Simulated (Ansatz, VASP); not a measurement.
Ga3SbN2 in VASP and in Ansatz

```
Ga Sb N
1.0
     5.75681    0.00000    0.00000
    -2.87841    4.98555    0.00000
     0.00000    0.00000    5.80313
Ga Sb N
3 1 2
Direct
  0.50000 0.00000 0.50000
  0.00000 0.50000 0.50000
  0.50000 0.50000 0.50000
  0.00000 0.00000 0.00000
  0.00000 0.00000 0.39923
  0.00000 0.00000 0.60077
```

Alike in both runs: functional PBE; k mesh 6 × 6 × 2; occupations gaussian, width 0.1 eV; no spin polarisation.

Ansatz relaxed the structure, and its values are those at the end. VASP's run is a single point on that final structure, the one shown.

|  | VASP | Ansatz |
| --- | --- | --- |
| version | VASP 6.6.1 | Ansatz 0.2.0 |
| potentials or method | VASP PAW PBE potentials, release 64 (Ga_d, Sb_d_GW, N), cutoff 700 eV | scalar-relativistic, plane waves, PAW |
| valence electrons in the cell | 64 | 64 |

```csv
,VASP,Ansatz,Ansatz less VASP
gap on the k mesh at the Fermi level (eV),none,none,-
pressure (GPa),0.2,0.0,-0.18
rms of the force components (eV/Å),0.217,0.003,-0.2135
```

A gap of «none» marks a metal or a gap that the smearing closes. One of these differences is far larger than is usual between the two programs; its cause wasn't traced.

The k mesh is coarse, so the values compare programs but aren't converged. Spin-orbit coupling is off throughout. Noted on VASP's run: the standard files for N, O and F lose accuracy on very short bonds.
